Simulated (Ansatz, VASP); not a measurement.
BeBi in VASP and in Ansatz

Contents of INCAR:

```
SYSTEM = BeBi
PREC = Accurate ; ENCUT = 600
EDIFF = 1E-6 ; ISMEAR = 0
SIGMA = 0.1 ; LREAL = .False.
LASPH = .True. ; NELM = 100
ALGO = Normal ; ISIF = 3
LWAVE = .False. ; LCHARG = .False.
GGA = PE ; IBRION = 2
NSW = 100 ; EDIFFG = -0.01
```

KPOINTS

```
regular mesh
0
Gamma
  16 16 16
  0 0 0
```

Contents of POSCAR:

```
BeBi
1.0
    3.4020267872      0.0000000000      0.0000000000
    0.0000000000      3.4020267872      0.0000000000
    0.0000000000      0.0000000000      3.4020267872
Be Bi
1 1
Direct
    0.0000000000      0.0000000000      0.0000000000
    0.5000000000      0.5000000000      0.5000000000
```

Input for Ansatz:

```yaml
crystal:
  lattice:
    - [3.4020267872, 0.0, 0.0]
    - [0.0, 3.4020267872, 0.0]
    - [0.0, 0.0, 3.4020267872]
  atoms:
    - { symbol: Be, position: [0.0, 0.0, 0.0] }
    - { symbol: Bi, position: [0.5, 0.5, 0.5] }
basis:
  ecutwfc: 420
kpoints:
  mp_grid: { grid: [16, 16, 16] }
hamiltonian:
  xc: pbe
scf:
  occupations: { method: gaussian, width: 0.1 }
output:
  forces: true
  stress: true
  eigenvalues: true
relax:
  adjacent_minimum: "off"
  f_tol: 0.01
  max_steps: 80
  cell: { stress_tol: 0.05 }
```

Alike in both runs: task relaxation of cell and atoms; functional PBE; k mesh 16 × 16 × 16; occupations gaussian, width 0.1 eV; no spin polarisation.

```csv
,VASP,Ansatz
version,VASP 6.6.1,Ansatz 0.2.0
potentials or method,"VASP PAW PBE potentials, release 64 (Be, Bi_d), cutoff 600 eV","scalar-relativistic, plane waves, PAW"
valence electrons in the cell,17,17
```

Ansatz gave:

```
gap on the k mesh at the Fermi level, each at its own relaxed structure (eV) : none
relaxed volume (Å³/atom)                                                     : 20.84
relaxed cell length with the largest relative difference (Å)                 : 3.467
```

Task: What did VASP give for the same quantities?

Result: gap on the k mesh at the Fermi level, each at its own relaxed structure (eV): none; relaxed volume (Å³/atom): 20.82; relaxed cell length with the largest relative difference (Å): 3.466.

A gap of «none» marks a metal or a gap that the smearing closes.

Spin-orbit coupling is off throughout. Noted on VASP's run: too few bands were computed for a metal, which touches its energy and stress.
